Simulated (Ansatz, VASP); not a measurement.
One calculation of HgTe, two programs

```
Hg Te
1.0
     0.00000    3.49104    3.15856
     3.49104    0.00000    3.15856
     3.49104    3.49104    0.00000
Hg Te
1 1
Direct
  0.00000 0.00000 0.00000
  0.75000 0.75000 0.75000
```

Change from the starting cell: strain +0.050 along x and y, -0.050 along z, atoms carried along.

Alike in both runs: task single point; functional PBE; k mesh 16 × 16 × 16; occupations gaussian, width 0.15 eV; no spin polarisation.

|  | VASP | Ansatz |
| --- | --- | --- |
| version | VASP 6.6.1 | Ansatz 0.2.0 |
| potentials or method | VASP PAW PBE potentials, release 64 (Hg, Te), cutoff 520 eV | scalar-relativistic, plane waves, PAW |
| valence electrons in the cell | 18 | 36 |

VASP gave:

```
gap on the k mesh at the Fermi level (eV)                     : none
pressure (GPa)                                                : -1.4
traceless stress, the component that is largest in VASP (GPa) : 0.90
```

**Question.** Which values does Ansatz return?

**Answer.** gap on the k mesh at the Fermi level (eV): none; pressure (GPa): -1.5; traceless stress, the component that is largest in VASP (GPa): 0.90.

A gap of «none» marks a metal or a gap that the smearing closes. With one functional, cell and mesh, what is left measures potentials, basis and numerics. VASP's potentials hold 18 valence electrons a cell and Ansatz's 36, so a difference there can come from the potentials and not from the codes.

Neither program's run includes spin-orbit coupling.
